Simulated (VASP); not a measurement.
# Ga2O3 (C2/m) in VASP: notebook

The runs below take Ga2O3 through single point, relaxation of cell and atoms, with LDA, BLYP, PBE, PBEsol.

Everything below comes from runs of VASP 6.6.1. Logs are shortened: lines on timing, memory, paths and dates and some standing lists are left out, and cuts for length are marked.

## Step 1: The cell of the first run

It takes space group C2/m (No. 12, monoclinic). The conventional cell has a = 12.214 Å, b = 3.037 Å, c = 5.798 Å, α = 90.00°, β = 103.83°, γ = 90.00°. Within 2.6 Å of Ga (site symmetry m) lie 6 O at 1.94 to 2.07 Å. Within 2.4 Å of Ga (site symmetry m) lie 4 O at 1.83 to 1.86 Å. Within 2.4 Å of O (site symmetry m) lie 3 Ga at 1.83 to 1.94 Å. O (site symmetry m) has 4 Ga at 1.86 to 2.07 Å within 2.5 Å. O (site symmetry m) has 3 Ga at 1.83 to 1.94 Å within 2.4 Å.

## Step 2: Single point, LDA

Contents of INCAR:

```
SYSTEM = Ga2O3
ALGO = Normal ; EDIFF = 1E-6
ENCUT = 520 ; ISIF = 2
ISMEAR = -1 ; LASPH = .True.
LCHARG = .False. ; LREAL = .False.
LWAVE = .False. ; NBANDS = 55
NELM = 100 ; PREC = Accurate
SIGMA = 0.05
```

Contents of KPOINTS:

```
k-points
0
Gamma
  9 9 5
  0 0 0
```

Contents of POSCAR:

```
Ga2O3
1.0
    6.1070000000     -1.5185500000      0.0000000000
    6.1070000000      1.5185500000      0.0000000000
   -1.3859888959      0.0000000000      5.6300087380
Ga O
4 6
Direct
    0.3413400000      0.3413400000      0.6859800000
    0.6586600000      0.6586600000      0.3140200000
    0.9095000000      0.9095000000      0.2054000000
    0.0905000000      0.0905000000      0.7946000000
    0.5041000000      0.5041000000      0.7434000000
    0.4959000000      0.4959000000      0.2566000000
    0.8267000000      0.8267000000      0.4368000000
    0.1733000000      0.1733000000      0.5632000000
    0.8355000000      0.8355000000      0.8902000000
    0.1645000000      0.1645000000      0.1098000000
```

Potentials or basis: VASP PAW LDA potentials, release 64 (Ga_d, O).

Launch:

```bash
$ cat potpaw_LDA.64/Ga_d/POTCAR potpaw_LDA.64/O/POTCAR > POTCAR
$ mpirun -np 1 vasp_std > vasp.out
```

OUTCAR:

```text
SYSTEM = Ga2O3
   EDIFF = 1E-6
   ENCUT = 520
   ISIF = 2
   ISMEAR = -1
   LASPH = .True.
   LREAL = .False.
   NELM = 100
   PREC = Accurate

 ion  position               nearest neighbor table
   1  0.341  0.341  0.686-   5 1.94   9 1.94   9 1.94   8 2.01   7 2.07   7 2.07
   2  0.659  0.659  0.314-   6 1.94  10 1.94  10 1.94   7 2.01   8 2.07   8 2.07
   3  0.910  0.910  0.205-   6 1.83   6 1.83   9 1.83   7 1.86
   4  0.090  0.090  0.795-   5 1.83   5 1.83  10 1.83   8 1.86
   5  0.504  0.504  0.743-   4 1.83   4 1.83   1 1.94
   6  0.496  0.496  0.257-   3 1.83   3 1.83   2 1.94
   7  0.827  0.827  0.437-   3 1.86   2 2.01   1 2.07   1 2.07
   8  0.173  0.173  0.563-   4 1.86   1 2.01   2 2.07   2 2.07
   9  0.836  0.836  0.890-   3 1.83   1 1.94   1 1.94
  10  0.164  0.164  0.110-   4 1.83   2 1.94   2 1.94

  LATTYP: Found a base centered monoclinic cell.
 ALAT       =    12.2140000000
 B/A-ratio  =     0.2486572785
 C/A-ratio  =     0.4747093499
 COS(beta)  =    -0.2390419096

  Lattice vectors:

 A1 = (   6.1070000000,  -1.5185500000,   0.0000000000)
 A2 = (   6.1070000000,   1.5185500000,   0.0000000000)
 A3 = (  -1.3859888959,   0.0000000000,   5.6300087380)

Analysis of symmetry for initial positions (statically):
=====================================================================
 Subroutine PRICEL returns:
 Original cell was already a primitive cell.

 Routine SETGRP: Setting up the symmetry group for a
 base centered monoclinic supercell.

 Subroutine GETGRP returns: Found  4 space group operations
 (whereof  4 operations were pure point group operations)
 out of a pool of  4 trial point group operations.

The static configuration has the point symmetry C_2h.

Analysis of symmetry for dynamics (positions and initial velocities):
=====================================================================
 Subroutine PRICEL returns:
 Original cell was already a primitive cell.

 Routine SETGRP: Setting up the symmetry group for a
 base centered monoclinic supercell.

 Subroutine GETGRP returns: Found  4 space group operations
 (whereof  4 operations were pure point group operations)
 out of a pool of  4 trial point group operations.

The dynamic configuration has the point symmetry C_2h.

 Subroutine INISYM returns: Found  4 space group operations
 (whereof  4 operations are pure point group operations),
 and found     1 'primitive' translations

----------------------------------------------------------------------------------------

                                     Primitive cell

  volume of cell :     104.4230

  direct lattice vectors                    reciprocal lattice vectors
     6.107000000 -1.518550000  0.000000000     0.081873260 -0.329261467  0.020155462
     6.107000000  1.518550000  0.000000000     0.081873260  0.329261467  0.020155462
    -1.385988896  0.000000000  5.630008738     0.000000000  0.000000000  0.177619618

  length of vectors
     6.292967750  6.292967750  5.798100000     0.339886138  0.339886138  0.177619618

  position of ions in fractional coordinates (direct lattice)
     0.341340000  0.341340000  0.685980000
     0.658660000  0.658660000  0.314020000
     0.909500000  0.909500000  0.205400000
     0.090500000  0.090500000  0.794600000
     0.504100000  0.504100000  0.743400000
     0.495900000  0.495900000  0.256600000
     0.826700000  0.826700000  0.436800000
     0.173300000  0.173300000  0.563200000
     0.835500000  0.835500000  0.890200000
     0.164500000  0.164500000  0.109800000

  ion indices of the primitive-cell ions
   primitive index   ion index
                 1           1
                 2           2
                 3           3
                 4           4
                 5           5
                 6           6
                 7           7
                 8           8
                 9           9
                10          10

----------------------------------------------------------------------------------------

 KPOINTS: k-points

Automatic generation of k-mesh.
[... 46 lines left out ...]
   AEXX    =    0.0000 exact exchange contribution
   IVDW    =     0    specifies the selected vdW correction
   LEPSILON=     F    determine dielectric tensor
   LRPA    =     F    only Hartree local field effects (RPA)
 non-spin polarized calculation
  energy-cutoff  :      520.00
  volume of cell :      104.42
 maximum number of plane-waves:      2841
   NGX = 23   NGY = 23   NGZ = 21

 number of electron      88.0000020 magnetization

 Free energy of the ion-electron system (eV)
  ---------------------------------------------------
  ext. energy  EPLUGINS =         0.00000000
  ---------------------------------------------------
  free energy    TOTEN  =       -68.22329210 eV

  energy without entropy =      -68.22329210  energy(sigma->0) =      -68.22329210

 E-fermi :   4.7484     XC(G=0): -12.2168

 val. band max:        3.6210164448   @ k =  -0.4444   0.4444   0.4000
 cond. band min:       5.9580492358   @ k =   0.0000   0.0000   0.0000
 fundamental gap:      2.3370327911
 Fermi energy:         4.7484153202

 k-point     1 :       0.0000    0.0000    0.0000
  band No.  band energies     occupation
      1     -15.1321      2.00000
      2     -13.9177      2.00000
      3     -13.8834      2.00000
      4     -13.7707      2.00000
      5     -13.2656      2.00000
      6     -13.2595      2.00000
[... 47 lines left out ...]
     54      15.7384      0.00000
     55      16.0608      0.00000

 k-point     2 :       0.1111    0.0000    0.0000
  band No.  band energies     occupation
      1     -15.0313      2.00000
      2     -13.8922      2.00000
      3     -13.8740      2.00000
      4     -13.6974      2.00000
      5     -13.2709      2.00000
      6     -13.2616      2.00000
[... 47 lines left out ...]
     54      15.0167      0.00000
     55      15.2200      0.00000
[... 1216 lines left out ...]
     54      14.6973      0.00000
     55      14.8834      0.00000

 k-point    24 :       0.4444    0.4444    0.0000
  band No.  band energies     occupation
      1     -14.7946      2.00000
      2     -14.5561      2.00000
      3     -13.8945      2.00000
      4     -13.4921      2.00000
      5     -13.2774      2.00000
      6     -13.2615      2.00000
[... 47 lines left out ...]
     54      15.5600      0.00000
     55      15.8490      0.00000

 [... further k-points ...]

------------------------ aborting loop because EDIFF is reached ----------------------------------------

  FORCE on cell =-STRESS in cart. coord.  units (eV):
  Direction    XX          YY          ZZ          XY          YZ          ZX
  --------------------------------------------------------------------------------------
  -------------------------------------------------------------------------------------
  Total       -1.4395429     -1.3590255     -1.8024587      0.0000000      0.0000000      0.0121616
  in kB      -22.0871218    -20.8517315    -27.6553923      0.0000000      0.0000000      0.1865967
  external PRESSURE =     -23.5314152 kB  Pullay stress =       0.0000000 kB

 VOLUME and BASIS-vectors are now :
 -----------------------------------------------------------------------------
  energy-cutoff  :      520.00
  volume of cell :      104.42
      direct lattice vectors                 reciprocal lattice vectors
     6.107000000 -1.518550000  0.000000000     0.081873260 -0.329261467  0.020155462
     6.107000000  1.518550000  0.000000000     0.081873260  0.329261467  0.020155462
    -1.385988896  0.000000000  5.630008738     0.000000000  0.000000000  0.177619618

 POSITION                                       TOTAL-FORCE (eV/Angst)
 -----------------------------------------------------------------------------------
      3.21837      0.00000      3.86207         0.015585      0.000000     -0.050696
      7.60965      0.00000      1.76794        -0.015585      0.000000      0.050696
     10.82395      0.00000      1.15640        -0.046113      0.000000     -0.052808
      0.00406      0.00000      4.47360         0.046113      0.000000      0.052808
      5.12673      0.00000      4.18535        -0.096957      0.000000     -0.007623
      5.70128      0.00000      1.44466         0.096957      0.000000      0.007623
      9.49191      0.00000      2.45919        -0.054734      0.000000      0.063409
      1.33610      0.00000      3.17082         0.054734      0.000000     -0.063409
      8.97099      0.00000      5.01183         0.019892      0.000000      0.027213
      1.85702      0.00000      0.61817        -0.019892      0.000000     -0.027213
 -----------------------------------------------------------------------------------
    total drift:                                0.000000      0.000000      0.000000

  FREE ENERGIE OF THE ION-ELECTRON SYSTEM (eV)
  ---------------------------------------------------
  free  energy   TOTEN  =       -68.2232920959 eV

  energy  without entropy=      -68.2232920958  energy(sigma->0) =      -68.22329210
```

It took 15 min on 1 thread of Intel Xeon Platinum 8259CL at 2.50GHz (Skylake/Cascade Lake), shared host; peak memory 0.58 GiB.

What came out:

- Free energy: -68.2233 eV
- Pressure: -2.4 GPa
- Largest force: 0.097 eV/Å
- Band gap on the k mesh: 2.34 eV (least direct gap 2.36 eV)

Forces in eV/Å, atoms in the order of the input:
```
Ga   0.016  0.000 -0.051
Ga  -0.016  0.000  0.051
Ga  -0.046  0.000 -0.053
Ga   0.046  0.000  0.053
O   -0.097  0.000 -0.008
O    0.097  0.000  0.008
O   -0.055  0.000  0.063
O    0.055  0.000 -0.063
O    0.020  0.000  0.027
O   -0.020  0.000 -0.027
```

Stress tensor (GPa, compression positive):
```
-2.21  0.00  0.02
 0.00 -2.09  0.00
 0.02  0.00 -2.77
```

Levels at points of the mesh, in eV from the valence-band top:
| k point | band 41 | band 42 | band 43 | band 44 | band 45 | band 46 | band 47 | band 48 |
| --- | --- | --- | --- | --- | --- | --- | --- | --- |
| (0.00, 0.00, 0.00) | -0.67 | -0.49 | -0.29 | -0.02 | 2.34 | 5.55 | 6.54 | 6.62 |

Caveat: an odd mesh through Γ misses points on the zone boundary, where band edges can lie.

## Step 3: Single point, BLYP

This run uses another cell than the first one, of 11.28 Å³/atom.

Contents of INCAR:

```
PREC = Accurate
ENCUT = 520
EDIFF = 1E-7
ISMEAR = -1
SIGMA = 0.05
LREAL = F
LASPH = T
NELM = 100
ALGO = Normal
ISIF = 2
LWAVE = F
LCHARG = F
GGA = B5
ALDAX = 1.0
AGGAX = 1.0
AGGAC = 1.0
ALDAC = 0.0
NBANDS = 55
```

Contents of KPOINTS:

```
Automatic mesh
0
Gamma
  9 9 5
```

Contents of POSCAR:

```
Ga2O3
1.0
    6.2947582521     -1.5559181674      0.0119950692
    6.2947582521      1.5559181674      0.0119950692
   -1.4175426061      0.0000000000      5.7575752920
Ga O
4 6
Direct
    0.3418760639      0.3418760639      0.6867251987
    0.6581239361      0.6581239361      0.3132748013
    0.9105756331      0.9105756331      0.2063450746
    0.0894243669      0.0894243669      0.7936549254
    0.5042888165      0.5042888165      0.7423045890
    0.4957111835      0.4957111835      0.2576954110
    0.8256890162      0.8256890162      0.4336968746
    0.1743109838      0.1743109838      0.5663031254
    0.8388090090      0.8388090090      0.8913709669
    0.1611909910      0.1611909910      0.1086290331
```

Potentials or basis: VASP PAW PBE potentials, release 64 (Ga_d, O).

Launch:

```bash
$ cat potpaw_PBE.64/Ga_d/POTCAR potpaw_PBE.64/O/POTCAR > POTCAR
$ mpirun -np 1 vasp_std > vasp.out
```

Wall time 16 min (1 thread of Intel Xeon Platinum 8488C (Sapphire Rapids), shared host); peak memory 0.66 GiB.

The run converged. Its results:

* Free energy: -55.6677 eV
* Pressure: 1.8 GPa
* Largest force: 0.099 eV/Å
* Band gap on the k mesh: 1.87 eV (least direct gap 1.88 eV)

Forces in eV/Å, atoms in the order of the input:
```
Ga   0.001  0.000 -0.062
Ga  -0.001  0.000  0.062
Ga  -0.037  0.000  0.011
Ga   0.037  0.000 -0.011
O   -0.093  0.000 -0.036
O    0.093  0.000  0.036
O   -0.042  0.000  0.074
O    0.042  0.000 -0.074
O   -0.061  0.000 -0.041
O    0.061  0.000  0.041
```

Stress tensor (GPa, compression positive):
```
1.65 0.00 0.05
0.00 2.04 0.00
0.05 0.00 1.76
```

Levels at points of the mesh, in eV from the valence-band top:
```
           k point  band 41  band 42  band 43  band 44  band 45  band 46  band 47  band 48
(0.00, 0.00, 0.00)    -0.61    -0.43    -0.26    -0.01     1.87     5.20     6.00     6.37
```

Caveat: the PAW data sets were made with another functional, which shifts forces and pressure a little; an odd mesh through Γ misses points on the zone boundary, where band edges can lie.

## Step 4: Relaxation of cell and atoms, PBE

Contents of INCAR:

```
SYSTEM = Ga2O3
PREC = Accurate
ENCUT = 600
EDIFF = 1E-6
ISMEAR = -1
SIGMA = 0.05
LREAL = .False.
LASPH = .True.
NELM = 100
ALGO = Normal
ISIF = 3
LWAVE = .False.
LCHARG = .False.
GGA = PE
IBRION = 2
NSW = 80
EDIFFG = -0.02
```

Contents of KPOINTS:

```
Automatic mesh
0
Gamma
  7 7 4
  0 0 0
```

Contents of POSCAR:

```
Ga2O3
1.0
    6.1070000000     -1.5185500000      0.0000000000
    6.1070000000      1.5185500000      0.0000000000
   -1.3859888959      0.0000000000      5.6300087380
Ga O
4 6
Direct
    0.3413400000      0.3413400000      0.6859800000
    0.6586600000      0.6586600000      0.3140200000
    0.9095000000      0.9095000000      0.2054000000
    0.0905000000      0.0905000000      0.7946000000
    0.5041000000      0.5041000000      0.7434000000
    0.4959000000      0.4959000000      0.2566000000
    0.8267000000      0.8267000000      0.4368000000
    0.1733000000      0.1733000000      0.5632000000
    0.8355000000      0.8355000000      0.8902000000
    0.1645000000      0.1645000000      0.1098000000
```

Launch:

```bash
$ cat potpaw_PBE.64/Ga_d/POTCAR potpaw_PBE.64/O/POTCAR > POTCAR
$ mpirun -np 1 vasp_std > vasp.out
```

Run time: 87 min. Hardware: 1 thread of Oxide Virtual Turin-like, shared host; peak memory 0.52 GiB.

The run converged. Its results:

```
Free energy                           : -59.6804 eV
Relaxed volume                        : 10.98 Å³/atom
Relaxed cell                          : a = 6.415 Å, b = 6.415 Å, c = 5.882 Å, α = 103.27°, β = 103.27°, γ = 27.84°
Space group after relaxing (to 0.1 Å) : C2/m (No. 12)
Energy gained by relaxing             : 16.0 meV/atom
Ionic steps                           : 11
Pressure after relaxing               : 0.0 GPa
Largest force after relaxing          : 0.020 eV/Å
Band gap on the k mesh                : 1.99 eV (least direct gap 2.00 eV)
```

Forces on the atoms (eV/Å):
```
Ga  -0.002  0.000 -0.014
Ga   0.002  0.000  0.014
Ga   0.012  0.000 -0.004
Ga  -0.012  0.000  0.004
O   -0.004  0.000 -0.019
O    0.004  0.000  0.019
O    0.003  0.000 -0.008
O   -0.003  0.000  0.008
O    0.004  0.000  0.009
O   -0.004  0.000 -0.009
```

Stress tensor (GPa, compression positive):
```
 0.02  0.00 -0.06
 0.00  0.02  0.00
-0.06  0.00  0.02
```

Step by step:
```
step  energy change (eV)  largest force (eV/Å)  pressure (GPa)  volume (Å³)
   1              0.0000                0.2443            9.93       104.42
   2             -0.0374                0.3991           -7.10       114.51
   3             -0.1563                0.1602            0.06       109.62
   4             -0.1563                0.1543            0.25       109.51
   5             -0.1585                0.0690            0.13       109.70
   6             -0.1586                0.0509            0.16       109.67
   7             -0.1592                0.0378           -0.14       109.85
   8             -0.1592                0.0374           -0.16       109.86
   9             -0.1595                0.0224            0.06       109.79
  10             -0.1595                0.0236            0.19       109.74
  11             -0.1597                0.0197            0.02       109.83
```

Final structure:
```
CELL_PARAMETERS angstrom
6.22639 -1.54311 0.01199
6.22639 1.54311 0.01199
-1.40204 0.00000 5.71277
ATOMIC_POSITIONS crystal
Ga 0.34161 0.34161 0.68625
Ga 0.65839 0.65839 0.31375
Ga 0.90974 0.90974 0.20511
Ga 0.09026 0.09026 0.79489
O 0.50424 0.50424 0.74438
O 0.49576 0.49576 0.25562
O 0.82649 0.82649 0.43635
O 0.17351 0.17351 0.56365
O 0.83591 0.83591 0.89084
O 0.16409 0.16409 0.10916
```

Levels at points of the mesh, in eV from the valence-band top:
```
           k point  band 41  band 42  band 43  band 44  band 45  band 46  band 47  band 48
(0.00, 0.00, 0.00)    -0.65    -0.46    -0.27    -0.01     1.99     5.35     6.26     6.44
(0.00, 0.00, 0.50)    -0.62    -0.60    -0.53    -0.28     4.34     4.53     6.27     6.79
```

Caveat: an odd mesh through Γ misses points on the zone boundary, where band edges can lie.

## Step 5: Single point, PBEsol

This run uses another cell than the first one, of 10.86 Å³/atom.

Contents of INCAR:

```
SYSTEM = Ga2O3
ALGO = Normal ; EDIFF = 1E-6
ENCUT = 520 ; GGA = PS
ISIF = 2 ; ISMEAR = -1
LASPH = .TRUE. ; LCHARG = .FALSE.
LREAL = .FALSE. ; LWAVE = .FALSE.
NBANDS = 55 ; NELM = 80
PREC = Accurate ; SIGMA = 0.05
```

Contents of KPOINTS:

```
k-points
0
G
  9 9 5
  0 0 0
```

Edit POSCAR of step 4 so:

```diff
@@ -2,5 +2,5 @@
 1.0
-    6.1070000000     -1.5185500000      0.0000000000
-    6.1070000000      1.5185500000      0.0000000000
-   -1.3859888959      0.0000000000      5.6300087380
+    6.1873644791     -1.5385332127      0.0000000000
+    6.1873644791      1.5385332127      0.0000000000
+   -1.4042276835      0.0000000000      5.7040962965
 Ga O
```

Launch:

```bash
$ cat potpaw_PBE.64/Ga_d/POTCAR potpaw_PBE.64/O/POTCAR > POTCAR
$ mpirun -np 1 vasp_std > vasp.out
```

It took 23 min on 1 thread of Oxide Virtual Turin-like, shared host; peak memory 0.62 GiB.

Results (log left out):

```
Free energy            : -63.8575 eV
Pressure               : -4.8 GPa
Largest force          : 0.120 eV/Å
Band gap on the k mesh : 1.99 eV (least direct gap 2.01 eV)
```

Forces on the atoms (eV/Å):
```
Ga   0.022  0.000  0.034
Ga  -0.022  0.000 -0.034
Ga   0.051  0.000 -0.079
Ga  -0.051  0.000  0.079
O    0.057  0.000  0.041
O   -0.057  0.000 -0.041
O   -0.038  0.000 -0.009
O    0.038  0.000  0.009
O    0.103  0.000  0.061
O   -0.103  0.000 -0.061
```

Stress tensor (GPa, compression positive):
```
-4.32  0.00 -0.05
 0.00 -4.92  0.00
-0.05  0.00 -5.13
```

Levels at points of the mesh, in eV from the valence-band top:
```tsv
k point	band 42	band 43	band 44	band 45	band 46	band 47
(0.00, 0.00, 0.00)	-0.47	-0.29	-0.03	1.99	5.32	6.31
```

Caveat: the cell stands under tension; the PAW data sets were made with another functional, which shifts forces and pressure a little; an odd mesh through Γ misses points on the zone boundary, where band edges can lie. A hybrid or GW would open this gap; PBEsol tends to underestimate it.

## Step 6: Summary

```tsv
task	level	potentials or basis	cell	k mesh	cutoff (eV)	gap on the mesh (eV)	pressure (GPa)	largest force (eV/Å)
single point	LDA	VASP PAW LDA potentials, release 64 (Ga_d, O)	a = 6.293, b = 6.293, c = 5.798 Å, angles 103.4, 103.4, 27.9°, 10 atoms, atomic positions A	9 × 9 × 5	520	2.34	-2.4	0.10
single point	BLYP	VASP PAW PBE potentials, release 64 (Ga_d, O)	a = 6.484, b = 6.484, c = 5.930 Å, angles 103.3, 103.3, 27.8°, 10 atoms, atomic positions B	9 × 9 × 5	520	1.87	1.8	0.10
relaxation of cell and atoms	PBE	VASP PAW PBE potentials, release 64 (Ga_d, O)	relaxed from a = 6.293, b = 6.293, c = 5.798 Å, angles 103.4, 103.4, 27.9°, 10 atoms, atomic positions A	7 × 7 × 4	600	1.99	0.0	0.02
single point	PBEsol	VASP PAW PBE potentials, release 64 (Ga_d, O)	a = 6.376, b = 6.376, c = 5.874 Å, angles 103.4, 103.4, 27.9°, 10 atoms, atomic positions A	9 × 9 × 5	520	1.99	-4.8	0.12
```

Alike in all rows: no spin polarisation; smearing fermi-dirac 0.05 eV.

Caveats: an odd mesh through Γ misses points on the zone boundary, where band edges can lie; the PAW data sets were made with another functional, which shifts forces and pressure a little (at least some runs); the cell stands under tension (at least some runs).

Absolute energies hang on the potentials; compare differences alone.
